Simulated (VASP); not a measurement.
LiF:

```
Li F
1.0
     2.51626    0.00000    0.00000
     0.00000    2.51626    0.00000
     0.00000    0.00000    2.51626
Li F
1 1
Cartesian
  0.0000 0.0000 0.0000
  1.2581 1.2581 1.2581
```

Program: VASP 6.6.1. Alike in all runs: task single point; no spin polarisation; cell as given; k mesh 6 × 6 × 6; cutoff (eV) 520; smearing gaussian 0.01 eV.

Task: Order these runs on this cell by their band gap on the k mesh, lowest first.
A. level PBE; potentials or basis VASP PAW PBE potentials, release 64 (Li_sv, F)
B. level HSE06; potentials or basis VASP PAW PBE potentials, release 64 (Li_sv, F); grid for exact exchange (PRECFOCK) Normal; screening parameter 0.2079 1/Å
C. level r2SCAN; potentials or basis VASP PAW PBE potentials, release 64 (Li_sv, F)
D. level LDA; potentials or basis VASP PAW LDA potentials, release 64 (Li_sv, F)

Result: D (7.74 eV), A (7.95 eV), C (9.12 eV), B (10.17 eV).

A k mesh can miss the band edges.
